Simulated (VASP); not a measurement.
# MnPt2 (P-3m1) in VASP: single point with PBE

Aim: the single point of MnPt2 with PBE.

Everything below comes from runs of VASP 6.6.1. Logs are shortened: lines on timing, memory, paths and dates and some standing lists are left out, and cuts for length are marked.

## 1. The cell of the first run

It takes space group P-3m1 (No. 164, trigonal). The conventional cell has a = 2.846 Å, b = 2.846 Å, c = 6.570 Å, α = 90.00°, β = 90.00°, γ = 120.00°. Mn (site symmetry -3m) has 6 Pt at 2.65 Å and 6 Mn at 2.85 Å within 3.5 Å. Within 3.5 Å of Pt (site symmetry 3m) lie 3 Mn at 2.65 Å and 9 Pt at 2.85 to 2.92 Å.

## 2. Single point, PBE, collinear spin, ferromagnetic start

INCAR

```
  ALGO = Normal
  EDIFF = 1E-6
  ENCUT = 520
  GGA = PE
  ISIF = 2
  ISMEAR = 0
  ISPIN = 2
  LASPH = True
  LCHARG = True
  LELF = True
  LMAXMIX = 4
  LORBIT = 11
  LREAL = False
  LVHAR = True
  LWAVE = False
  MAGMOM = 4.13 0.38 0.38
  NBANDS = 28
  NELM = 150
  PREC = Accurate
  SIGMA = 0.1
```

KPOINTS

```
k-points
0
Gamma
  18 18 8
```

POSCAR

```
MnPt2
1.0
    2.8460505032     -0.0000000029      0.0000000000
   -1.4230252491      2.4647520377      0.0000000000
    0.0000000000      0.0000000000      6.5698352765
Mn Pt
1 2
Direct
    0.0000000000      0.0000000000      0.0000000000
    0.3333333333      0.6666666667      0.6835868580
    0.6666666667      0.3333333333      0.3164131420
```

Potentials or basis: VASP PAW PBE potentials, release 64 (Mn_pv, Pt).

Started as:

```bash
cat potpaw_PBE.64/Mn_pv/POTCAR potpaw_PBE.64/Pt/POTCAR > POTCAR
mpirun -np 1 vasp_std > vasp.out
```

OUTCAR:

```text
EDIFF = 1E-6
   ENCUT = 520
   GGA = PE
   ISIF = 2
   ISMEAR = 0
   ISPIN = 2
   LASPH = True
   LORBIT = 11
   LREAL = False
   NELM = 150
   PREC = Accurate

 ion  position               nearest neighbor table
   1  0.000  0.000  0.000-   2 2.65   3 2.65   3 2.65   2 2.65   3 2.65   2 2.65
   2  0.333  0.667  0.684-   1 2.65   1 2.65   1 2.65   3 2.92   3 2.92   3 2.92
   3  0.667  0.333  0.316-   1 2.65   1 2.65   1 2.65   2 2.92   2 2.92   2 2.92

  LATTYP: Found a hexagonal cell.
 ALAT       =     2.8460505032
 C/A-ratio  =     2.3084043200

  Lattice vectors:

 A1 = (   2.8460505032,  -0.0000000029,   0.0000000000)
 A2 = (  -1.4230252491,   2.4647520377,   0.0000000000)
 A3 = (   0.0000000000,   0.0000000000,   6.5698352765)

Analysis of symmetry for initial positions (statically):
=====================================================================
 Subroutine PRICEL returns:
 Original cell was already a primitive cell.

 Routine SETGRP: Setting up the symmetry group for a
 hexagonal supercell.

 Subroutine GETGRP returns: Found 12 space group operations
 (whereof 12 operations were pure point group operations)
 out of a pool of 24 trial point group operations.

The static configuration has the point symmetry D_3d.

Analysis of symmetry for dynamics (positions and initial velocities):
=====================================================================
 Subroutine PRICEL returns:
 Original cell was already a primitive cell.

 Routine SETGRP: Setting up the symmetry group for a
 hexagonal supercell.

 Subroutine GETGRP returns: Found 12 space group operations
 (whereof 12 operations were pure point group operations)
 out of a pool of 24 trial point group operations.

The dynamic configuration has the point symmetry D_3d.

Analysis of structural, dynamic, and magnetic symmetry:
=====================================================================
 Subroutine PRICEL returns:
 Original cell was already a primitive cell.

 Routine SETGRP: Setting up the symmetry group for a
 hexagonal supercell.

 Subroutine GETGRP returns: Found 12 space group operations
 (whereof 12 operations were pure point group operations)
 out of a pool of 24 trial point group operations.

The overall configuration has the point symmetry D_3d.

 Subroutine INISYM returns: Found 12 space group operations
 (whereof 12 operations are pure point group operations),
 and found     1 'primitive' translations

----------------------------------------------------------------------------------------

                                     Primitive cell

  volume of cell :      46.0861

  direct lattice vectors                    reciprocal lattice vectors
     2.846050503 -0.000000003  0.000000000     0.351364109  0.202860163  0.000000000
    -1.423025249  2.464752038  0.000000000     0.000000000  0.405720326  0.000000000
     0.000000000  0.000000000  6.569835277     0.000000000  0.000000000  0.152210818

  length of vectors
     2.846050503  2.846050503  6.569835277     0.405720326  0.405720326  0.152210818

  position of ions in fractional coordinates (direct lattice)
     0.000000000  0.000000000  0.000000000
     0.333333333  0.666666667  0.683586858
     0.666666667  0.333333333  0.316413142

  ion indices of the primitive-cell ions
   primitive index   ion index
                 1           1
                 2           2
                 3           3

----------------------------------------------------------------------------------------

 KPOINTS: k-points

Automatic generation of k-mesh.
 Grid dimensions read from file:
 generate k-points for:   18   18    8

 Generating k-lattice:

  Cartesian coordinates                     Fractional coordinates (reciprocal lattice)
     0.019520228  0.011270009  0.000000000     0.055555556 -0.000000000  0.000000000
     0.000000000  0.022540018  0.000000000     0.000000000  0.055555556  0.000000000
     0.000000000  0.000000000  0.019026352     0.000000000  0.000000000  0.125000000

  Length of vectors
     0.022540018  0.022540018  0.019026352

  Shift w.r.t. Gamma in fractional coordinates (k-lattice)
     0.000000000  0.000000000  0.000000000

 Subroutine IBZKPT returns following result:
 ===========================================

 Found    266 irreducible k-points:

 Following reciprocal coordinates:
            Coordinates               Weight
  0.000000  0.000000  0.000000      1.000000
  0.055556  0.000000  0.000000      6.000000
  0.111111  0.000000  0.000000      6.000000
  0.166667  0.000000  0.000000      6.000000
  0.222222  0.000000  0.000000      6.000000
  0.277778  0.000000  0.000000      6.000000
[... 16 lines left out ...]
  0.333333  0.111111  0.000000     12.000000
  0.388889  0.111111  0.000000     12.000000
 [... further k-points ...]
   k-points           NKPTS =    266   k-points in BZ     NKDIM =    266   number of bands    NBANDS=     28
   number of dos      NEDOS =    301   number of ions     NIONS =      3
   total plane-waves  NPLWV =  28800
   dimension x,y,z NGX =    24 NGY =   24 NGZ =   50
   dimension x,y,z NGXF=    48 NGYF=   48 NGZF=  100
   ions per type =               1   2
   NGX,Y,Z   is equivalent  to a cutoff of  14.02, 14.02, 12.65 a.u.
   NGXF,Y,Z  is equivalent  to a cutoff of  28.04, 28.04, 25.30 a.u.
 SYSTEM =  unknown system
   PREC   = accura    normal or accurate (medium, high low for compatibility)
   ISTART =      0    job   : 0-new  1-cont  2-samecut
   ICHARG =      2    charge: 1-file 2-atom 10-const
   ISPIN  =      2    spin polarized calculation?
   LNONCOLLINEAR =      F non collinear calculations
   LSORBIT =      F    spin-orbit coupling
   LASPH  =      T    aspherical Exc in radial PAW
   ENCUT  =  520.0 eV  38.22 Ry    6.18 a.u.   5.29  5.29 12.22*2*pi/ulx,y,z
   NELM   =    150;   NELMIN=  2; NELMDL= -5     # of ELM steps
   EDIFF  = 0.1E-05   stopping-criterion for ELM
   LREAL  =      F    real-space projection
   EDIFFG = 0.1E-04   stopping-criterion for IOM
   NSW    =      0    number of steps for IOM
   IBRION =     -1    ionic relax: 0-MD 1-quasi-New 2-CG
   NFREE  =      0    steps in history (QN), initial steepest desc. (CG)
   ISIF   =      2    stress and relaxation
   ISYM   =      2    0-nonsym 1-usesym 2-fastsym
   POTIM  = 0.5000    time-step for ionic-motion
   TEBEG  =    0.0;   TEEND  =   0.0 temperature during run
   PSTRESS=    0.0 pullay stress
   NELECT =      33.0000    total number of electrons
   NUPDOWN=      -1.0000    fix difference up-down
   EMIN   =  10.00;   EMAX   =-10.00  energy-range for DOS
   EFERMI =   0.00;   METHOD = LEGACY
   ISMEAR =     0;   SIGMA  =   0.10  broadening in eV -4-tet -1-fermi 0-gaus
   EFERMI_NEDOS =   21; number of points for ismear=-14 and -15
   IALGO  =     38    algorithm
   IMIX   =      4    mixing-type and parameters
     AMIX     =   0.40;   BMIX     =  1.00
     AMIX_MAG =   1.60;   BMIX_MAG =  1.00
  volume/ion in A,a.u.               =      15.36       103.67
  Fermi-wavevector in a.u.,A,eV,Ry     =   1.464612  2.767716 29.185714  2.145089
  Thomas-Fermi vector in A             =   2.580568
   LORBIT       =     11    0 simple, 1 ext, 2 COOP (PROOUT), +10 PAW based schemes
   GGA     = PE    functional components
   LHFCALC =     F    Hartree Fock is set to
   AEXX    =    0.0000 exact exchange contribution
   IVDW    =     0    specifies the selected vdW correction
   LEPSILON=     F    determine dielectric tensor
   LRPA    =     F    only Hartree local field effects (RPA)
 spin polarized calculation
 Gauss-broadening in eV      SIGMA  =   0.10
  energy-cutoff  :      520.00
  volume of cell :       46.09
 maximum number of plane-waves:      1254
 NGX is ok and might be reduce to    24
   NGX = 11   NGY = 11   NGZ = 25

 number of electron      32.9999987 magnetization       4.5596949

 Free energy of the ion-electron system (eV)
  ---------------------------------------------------
  ext. energy  EPLUGINS =         0.00000000
  ---------------------------------------------------
  free energy    TOTEN  =       -21.77805352 eV

  energy without entropy =      -21.76555913  energy(sigma->0) =      -21.77180632

 E-fermi :   9.5675     XC(G=0): -12.8610

 val. band max:        9.5661378632   @ k =  -0.1111   0.5000   0.3750
 cond. band min:       9.5690645771   @ k =   0.0000   0.4444   0.2500
 fundamental gap:      0.0029267139
 Fermi energy:         9.5675432150

 spin component 1

 k-point     1 :       0.0000    0.0000    0.0000
  band No.  band energies     occupation
      1     -40.2077      1.00000
      2     -40.2003      1.00000
      3     -40.2003      1.00000
      4       0.2647      1.00000
      5       2.5541      1.00000
      6       3.6984      1.00000
[... 20 lines left out ...]
     27      28.6557      0.00000
     28      28.6558      0.00000

 k-point     2 :       0.0556    0.0000    0.0000
  band No.  band energies     occupation
      1     -40.2072      1.00000
      2     -40.2045      1.00000
      3     -40.2014      1.00000
      4       0.3644      1.00000
      5       2.6543      1.00000
      6       3.7662      1.00000
[... 20 lines left out ...]
     27      27.6221      0.00000
     28      27.7432      0.00000

 k-point     3 :       0.1111    0.0000    0.0000
  band No.  band energies     occupation
      1     -40.2164      1.00000
      2     -40.2057      1.00000
      3     -40.2043      1.00000
      4       0.6569      1.00000
      5       2.9405      1.00000
      6       3.9569      1.00000
[... 616 lines left out ...]
      3     -40.1920      1.00000
      4       3.5893      1.00000
      5       3.8293      1.00000
      6       4.0516      1.00000
[... 20 lines left out ...]
     27      23.1652      0.00000
     28      23.9163      0.00000

 k-point    24 :       0.3889    0.1111    0.0000
  band No.  band energies     occupation
      1     -40.3277      1.00000
      2     -40.2427      1.00000
      3     -40.1906      1.00000
      4       3.6576      1.00000
      5       3.7834      1.00000
      6       3.9105      1.00000
[... 20 lines left out ...]
     27      23.3033      0.00000
     28      23.8380      0.00000

 [... further k-points ...]

 spin component 2

 k-point     1 :       0.0000    0.0000    0.0000
  band No.  band energies     occupation
      1     -36.2385      1.00000
      2     -36.1423      1.00000
      3     -36.1423      1.00000
      4       0.5072      1.00000
      5       2.6927      1.00000
      6       4.4854      1.00000
[... 20 lines left out ...]
     27      29.3456      0.00000
     28      29.3461      0.00000

 k-point     2 :       0.0556    0.0000    0.0000
  band No.  band energies     occupation
      1     -36.2379      1.00000
      2     -36.1471      1.00000
      3     -36.1435      1.00000
      4       0.6086      1.00000
      5       2.7951      1.00000
      6       4.5460      1.00000
[... 20 lines left out ...]
     27      28.3357      0.00000
     28      28.5223      0.00000

 k-point     3 :       0.1111    0.0000    0.0000
  band No.  band energies     occupation
      1     -36.2361      1.00000
      2     -36.1609      1.00000
      3     -36.1468      1.00000
      4       0.9063      1.00000
      5       3.0895      1.00000
      6       4.7125      1.00000
[... 616 lines left out ...]
      3     -36.1868      1.00000
      4       3.8270      1.00000
      5       4.1932      1.00000
      6       4.4342      1.00000
[... 20 lines left out ...]
     27      23.7453      0.00000
     28      24.5527      0.00000

 k-point    24 :       0.3889    0.1111    0.0000
  band No.  band energies     occupation
      1     -36.2903      1.00000
      2     -36.2174      1.00000
      3     -36.1911      1.00000
      4       3.9407      1.00000
      5       4.0634      1.00000
      6       4.2966      1.00000
[... 20 lines left out ...]
     27      23.8786      0.00000
     28      24.2097      0.00000

 [... further k-points ...]

------------------------ aborting loop because EDIFF is reached ----------------------------------------

  FORCE on cell =-STRESS in cart. coord.  units (eV):
  Direction    XX          YY          ZZ          XY          YZ          ZX
  --------------------------------------------------------------------------------------
  -------------------------------------------------------------------------------------
  Total       -0.0678299     -0.0678299     -0.0221543      0.0000000     -0.0000000      0.0000000
  in kB       -2.3580946     -2.3580946     -0.7701896      0.0000000     -0.0000000      0.0000000
  external PRESSURE =      -1.8287929 kB  Pullay stress =       0.0000000 kB

 VOLUME and BASIS-vectors are now :
 -----------------------------------------------------------------------------
  energy-cutoff  :      520.00
  volume of cell :       46.09
      direct lattice vectors                 reciprocal lattice vectors
     2.846050503 -0.000000003  0.000000000     0.351364109  0.202860163  0.000000000
    -1.423025249  2.464752038  0.000000000     0.000000000  0.405720326  0.000000000
     0.000000000  0.000000000  6.569835277     0.000000000  0.000000000  0.152210818

 POSITION                                       TOTAL-FORCE (eV/Angst)
 -----------------------------------------------------------------------------------
      0.00000      0.00000      0.00000         0.000000     -0.000000     -0.000000
      0.00000      1.64317      4.49105        -0.000000      0.000000     -0.010121
      1.42303      0.82158      2.07878         0.000000     -0.000000      0.010121
 -----------------------------------------------------------------------------------
    total drift:                               -0.000000     -0.000000     -0.000000

  FREE ENERGIE OF THE ION-ELECTRON SYSTEM (eV)
  ---------------------------------------------------
  free  energy   TOTEN  =       -21.7780535159 eV

  energy  without entropy=      -21.7655591299  energy(sigma->0) =      -21.77180632

 total charge

# of ion       s       p       d       tot
------------------------------------------
    1        0.319   6.265   4.964  11.548
    2        0.651   0.537   8.047   9.235
    3        0.651   0.537   8.047   9.235
--------------------------------------------------
tot          1.621   7.339  21.059  30.019

 magnetization (x)

# of ion       s       p       d       tot
------------------------------------------
    1        0.017   0.025   3.723   3.765
    2       -0.018  -0.004   0.328   0.307
    3       -0.018  -0.004   0.328   0.307
--------------------------------------------------
tot         -0.018   0.018   4.378   4.378
```

Wall time 22 min (1 thread of Oxide Virtual Turin-like, shared host); peak memory 0.55 GiB.

Results:

* Free energy: -21.7781 eV
* Pressure: -0.2 GPa
* Largest force: 0.010 eV/Å
* Net moment: 4.56 μB per cell
* Site moments: Mn +3.77; Pt +0.31 μB
* Valence electrons inside the program's atomic spheres: Mn 11.55; Pt 9.23

Forces on the atoms (eV/Å):
```
Mn   0.000  0.000  0.000
Pt   0.000  0.000 -0.010
Pt   0.000  0.000  0.010
```

Stress tensor (GPa, compression positive):
```
-0.24  0.00  0.00
 0.00 -0.24  0.00
 0.00  0.00 -0.08
```

Caveat: spin-orbit coupling is left out, which moves the levels of the heavy elements.
